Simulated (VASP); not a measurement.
# Be: single point with PBEsol

Crystal: Be.

```
CELL_PARAMETERS angstrom
1.69700 0.00000 0.00000
-0.84850 1.46965 0.00000
0.00000 0.00000 1.58151
ATOMIC_POSITIONS crystal
Be 0.00000 0.00000 0.00000
```

This isn't the form of Be at room conditions, which is hcp.

| Item | Value |
| --- | --- |
| Program | VASP 6.6.1 |
| Task | single point |
| Functional | PBEsol |
| Potentials or basis | VASP PAW PBE potentials, release 64 (Be) |
| Cutoff | 520 eV |
| k mesh | 26 × 26 × 24 |
| Occupations | fermi-dirac, width 0.05 eV |
| Spin | no spin polarisation |

```
Pressure               : 293.1 GPa
Band gap on the k mesh : zero (bands 1 and 2 overlap by 8.77 eV)
```

Stress tensor (GPa, compression positive):
```
293.24   0.00   0.00
  0.00 293.24   0.00
  0.00   0.00 292.79
```

Levels at points of the mesh, in eV from the Fermi level:
```tsv
k point	band 1	band 2	band 3	band 4
(0.00, 0.00, 0.00)	-16.86	25.32	29.83	29.83
(0.50, 0.00, 0.00)	-10.72	1.82	18.24	31.13
(0.00, 0.00, 0.50)	-12.25	0.07	37.48	37.48
(0.50, 0.00, 0.50)	0.42	1.46	9.07	19.66
```

Run time: 20 s on 1 thread of Intel(R) Xeon(R) Platinum 8559C (Emerald Rapids), on a shared host, peak memory 0.12 GiB.

Caveat: the cell stands under pressure; the PAW data sets were made with another functional, which shifts forces and pressure a little.
